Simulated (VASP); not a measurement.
A run of VASP 6.6.1 is set up as follows.

Contents of INCAR:

```
SYSTEM = V
PREC = Accurate ; ENCUT = 520
EDIFF = 1E-6 ; ISMEAR = -1
SIGMA = 0.091 ; LREAL = .FALSE.
LASPH = .TRUE. ; NELM = 100
ALGO = Normal ; ISIF = 2
LWAVE = .FALSE. ; LCHARG = .FALSE.
GGA = PE ; NBANDS = 12
```

File KPOINTS:

```
regular mesh
0
G
  15 15 15
  0 0 0
```

Contents of POSCAR:

```
V
1.0
   -1.5115840000      1.5115840000      1.5115840000
    1.5115840000     -1.5115840000      1.5115840000
    1.5115840000      1.5115840000     -1.5115840000
V
1
Direct
    0.0000000000      0.0000000000      0.0000000000
```

Potentials or basis: VASP PAW PBE potentials, release 64 (V_sv).

Run with:

```bash
$ cat potpaw_PBE.64/V_sv/POTCAR > POTCAR
$ mpirun -np 1 vasp_std > vasp.out
```

**Question.** Estimate the pressure.

**Answer.** -4.1 GPa.
